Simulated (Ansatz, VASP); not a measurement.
# BN: VASP beside Ansatz

File POSCAR:

```
BN
1.0
    2.5539396017      0.0000000000      0.0000000000
   -1.2769698009      2.2117765748      0.0000000000
    0.0000000000      0.0000000000      4.2268550000
B N
2 2
Direct
    0.6666666667      0.3333333333      0.9997240000
    0.3333333333      0.6666666667      0.4997240000
    0.6666666667      0.3333333333      0.6489342518
    0.3333333333      0.6666666667      0.1252760000
```

Contents of INCAR.step1:

```
PREC     = Accurate       # precision mode
ENCUT    = 910            # plane-wave cutoff, eV
ISMEAR   = 0              # smearing method
SIGMA    = 0.05           # smearing width, eV
LREAL    = F              # projectors in reciprocal space
LASPH    = T              # aspherical terms in the spheres
NELM     = 120            # most SCF steps
NBANDS   = 16             # bands
GGA      = PE             # functional
ALGO     = Normal         # electronic algorithm
EDIFF    = 1E-5           # SCF threshold, eV
LWAVE    = T              # write WAVECAR
LCHARG   = F              # write CHGCAR
GGA_COMPAT= F
```

The input INCAR.step2:

```
PREC     = Accurate       # precision mode
ENCUT    = 910            # plane-wave cutoff, eV
EDIFF    = 1E-6           # SCF threshold, eV
ISMEAR   = 0              # smearing method
SIGMA    = 0.05           # smearing width, eV
LREAL    = F              # projectors in reciprocal space
LASPH    = T              # aspherical terms in the spheres
NELM     = 120            # most SCF steps
ALGO     = Normal         # electronic algorithm
ISIF     = 2              # what is computed and relaxed
LWAVE    = F              # write WAVECAR
LCHARG   = F              # write CHGCAR
METAGGA  = R2SCAN         # meta-GGA
LMIXTAU  = T            
NBANDS   = 16             # bands
ISTART   = 1            
GGA_COMPAT= F
```

The input KPOINTS:

```
Automatic mesh
0
Gamma
  12 12 6
```

Input for Ansatz:

```yaml
crystal:
  lattice:
    - [2.5539396017, 0.0, 0.0]
    - [-1.2769698009, 2.2117765748, 0.0]
    - [0.0, 0.0, 4.226855]
  atoms:
    - { symbol: B, position: [0.6666666667, 0.3333333333, 0.999724] }
    - { symbol: B, position: [0.3333333333, 0.6666666667, 0.499724] }
    - { symbol: "N", position: [0.6666666667, 0.3333333333, 0.6489342518] }
    - { symbol: "N", position: [0.3333333333, 0.6666666667, 0.125276] }
basis:
  ecutwfc: 500
kpoints:
  mp_grid: { grid: [12, 12, 6] }
hamiltonian:
  xc: r2scan
scf:
  occupations: { method: gaussian, width: 0.05 }
output:
  forces: true
  stress: true
  eigenvalues: true
```

Alike in both runs: task single point; functional r2SCAN; k mesh 12 × 12 × 6; occupations gaussian, width 0.05 eV; no spin polarisation.

```csv
,VASP,Ansatz
version,VASP 6.6.1,Ansatz 0.2.0
potentials or method,"VASP PAW PBE potentials, release 64 (B_h, N_h), cutoff 910 eV","scalar-relativistic, plane waves, PAW"
valence electrons in the cell,16,16
```

```tsv
	VASP	Ansatz	Ansatz less VASP
gap on the k mesh at the Fermi level (eV)	4.85	4.87	+0.016
least direct gap on the mesh (eV)	8.44	8.45	+0.007
rms of the force components (eV/Å)	1.430	1.429	-0.0017
```

VASP's potentials were made for PBE, not for r2SCAN. Atom by atom the forces differ by 0.003 eV/Å (rms over components).

Noted on VASP's run: the cutoff is short for stress, so the pressure is rough.
